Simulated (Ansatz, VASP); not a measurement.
## One calculation of Be2Co, two programs

```
Be Co
1.0
     3.49705    0.00000    0.00000
    -1.74853    3.02853    0.00000
     0.00000    0.00000    2.39231
Be Co
2 1
Direct
  0.33333 0.66667 0.50000
  0.66667 0.33333 0.50000
  0.00000 0.00000 0.00000
```

Change from the starting cell: species swapped into the YbB2 type (P6/mmm, No. 191).

Alike in both runs: task relaxation of cell and atoms; functional PBE; k mesh 18 × 18 × 20; occupations gaussian, width 0.1 eV; no spin polarisation.

|  | VASP | Ansatz |
| --- | --- | --- |
| version | VASP 6.6.1 | Ansatz 0.2.0 |
| potentials or method | VASP PAW PBE potentials, release 64 (Be, Co), cutoff 600 eV | scalar-relativistic, plane waves, PAW |
| valence electrons in the cell | 13 | 21 |

```csv
,VASP,Ansatz,Ansatz less VASP
"gap on the k mesh at the Fermi level, each at its own relaxed structure (eV)",none,none,-
relaxed volume (Å³/atom),8.45,8.46,+0.006
relaxed length of the cell vector where the two differ most in proportion (Å),3.500,3.501,+0.0012
```

A gap of «none» marks a metal or a gap that the smearing closes. VASP's potentials hold 13 valence electrons a cell and Ansatz's 21, so a difference there can come from the potentials and not from the codes.
